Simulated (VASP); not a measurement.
Input of a VASP 6.6.1 run:

The input POSCAR:

```
MoS2
1.0
    3.2274645616      0.0000000000      0.0000000000
   -1.6137322808      2.7950663001      0.0000000000
    0.0000000000      0.0000000000      6.3124734200
Mo S
1 2
Direct
    0.0000000000      0.0000000000      0.5000000000
    0.6666666667      0.3333333333      0.7446806800
    0.3333333333      0.6666666667      0.2553193200
```

File INCAR.step1:

```
SYSTEM = MoS2
  PREC = Accurate
  ENCUT = 520
  EDIFF = 1E-5
  ISMEAR = -1
  SIGMA = 0.05
  LREAL = .False.
  LASPH = .True.
  NELM = 80
  ALGO = Normal
  ISIF = 2
  LWAVE = .True.
  GGA = PE
  NBANDS = 20
```

Contents of INCAR.step2:

```
SYSTEM = MoS2
  PREC = Accurate
  ENCUT = 520
  EDIFF = 1E-7
  ISMEAR = -1
  SIGMA = 0.05
  LREAL = .False.
  LASPH = .True.
  NELM = 80
  ALGO = Normal
  ISIF = 2
  LWAVE = .False.
  LCHARG = .True.
  GGA = PE
  LHFCALC = .True.
  HFSCREEN = 0.2079
  PRECFOCK = Normal
  LELF = .True.
  LVHAR = .True.
  ISTART = 1
  NBANDS = 20
```

The input KPOINTS:

```
Automatic mesh
0
Gamma
  5 5 2
  0 0 0
```

Potentials or basis: VASP PAW PBE potentials, release 64 (Mo_sv, S).

Launch:

```bash
$ cat potpaw_PBE.64/Mo_sv/POTCAR potpaw_PBE.64/S/POTCAR > POTCAR
$ cp INCAR.step1 INCAR
$ mpirun -np 1 vasp_std > vasp.out
$ cp INCAR.step2 INCAR
$ mpirun -np 1 vasp_std > vasp.out
```

**Question.** Estimate the largest force.

**Answer.** 0.378 eV/Å.

**Question.** What does it give for the pressure?

**Answer.** -3.3 GPa.

**Question.** What does it give for the band gap on the k mesh?

**Answer.** Zero (bands 13 and 14 overlap by 0.38 eV).

Forces in eV/Å, atoms in the order of the input:
```
Mo   0.000  0.000  0.000
S    0.000  0.000 -0.378
S    0.000  0.000  0.378
```

Caveat: the k points lie up to 0.50 Å⁻¹ apart; the PAW data sets were made with another functional, which shifts forces and pressure a little; this functional lacks dispersion, which binds the layers, so the pressure and a relaxed spacing across them are unreliable.
